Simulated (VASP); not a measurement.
Input of a VASP 6.6.1 run:

The input INCAR:

```
SYSTEM = ZnCd2TeO2
PREC = Accurate
ENCUT = 520
EDIFF = 1E-6
ISMEAR = 0
SIGMA = 0.1
LREAL = .False.
LASPH = .True.
NELM = 80
ALGO = Normal
ISIF = 2
LWAVE = .False.
LCHARG = .True.
GGA = PE
LELF = .True.
LVHAR = .True.
NBANDS = 36
```

File KPOINTS:

```
Automatic mesh
0
Gamma
  4 4 4
  0 0 0
```

Contents of POSCAR:

```
ZnCd2TeO2
1.0
    4.4857126800      0.0000000000      0.0000000000
    0.0000000000      4.4857126800      0.0000000000
    0.0000000000      0.0000000000      6.0242128600
Zn Cd Te O
1 2 1 2
Direct
    0.0000000000      0.0000000000      0.0000000000
    0.5000000000      0.0000000000      0.0000000000
    0.0000000000      0.5000000000      0.0000000000
    0.0000000000      0.0000000000      0.5000000000
    0.5000000000      0.5000000000      0.7457699800
    0.5000000000      0.5000000000      0.2542300200
```

Potentials or basis: VASP PAW PBE potentials, release 64 (Zn, Cd, Te, O).

Launch:

```sh
$ cat potpaw_PBE.64/Zn/POTCAR potpaw_PBE.64/Cd/POTCAR potpaw_PBE.64/Te/POTCAR potpaw_PBE.64/O/POTCAR > POTCAR
$ mpirun -np 1 vasp_std > vasp.out
```

**Question.** What does it give for the pressure?

**Answer.** 6.5 GPa.

**Question.** Predict the largest force.

**Answer.** 1.009 eV/Å.

**Question.** Predict the band gap on the k mesh.

**Answer.** Zero (band 27 reaches 2.31 eV, above the bottom of band 28 at 1.62 eV).

Stress tensor (GPa, compression positive):
```
14.07  0.00  0.00
 0.00 14.07  0.00
 0.00  0.00 -8.76
```

Caveat: spin-orbit coupling is left out, which moves the levels of the heavy elements; forces of over 1 eV/Å act on the atoms, so gaps and moduli don't describe the material at rest.
